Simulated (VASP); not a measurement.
## Cu: single point with LDA

The system is Cu.

```
Cu
1.0
     0.00000    1.77302    1.77302
     1.77302    0.00000    1.77302
     1.77302    1.77302    0.00000
Cu
1
Direct
  0.00000 0.00000 0.00000
```

```json
{
  "Program": "VASP 6.6.1",
  "Task": "single point",
  "Functional": "LDA",
  "Potentials or basis": "VASP PAW LDA potentials, release 64 (Cu)",
  "Cutoff": "520 eV",
  "k mesh": "12 × 12 × 12",
  "Occupations": "fermi-dirac, width 0.06 eV",
  "Spin": "no spin polarisation",
  "Dipole correction": "no",
  "Further INCAR settings": "ALGO = Normal; EDIFF = 1e-06; NBANDS = 12"
}
```

- Pressure: -3.4 GPa

Levels at points of the mesh, in eV from the Fermi level:
```tsv
k point	band 2	band 3	band 4	band 5	band 6	band 7	band 8	band 9	band 10	band 11
(0.00, 0.00, 0.00)	-3.19	-3.19	-3.19	-2.27	-2.27	23.22	26.14	26.14	26.14	28.73
(0.50, 0.00, 0.00)	-3.22	-3.22	-1.65	-1.65	-1.07	4.10	21.71	22.90	22.90	26.00
(0.50, 0.50, 0.00)	-4.71	-1.66	-1.50	-1.50	1.52	7.60	13.53	13.53	18.32	21.31
```

It took 6.5 s on 1 thread of Intel(R) Xeon(R) Platinum 8559C (Emerald Rapids), on a shared host, peak memory 0.12 GiB.
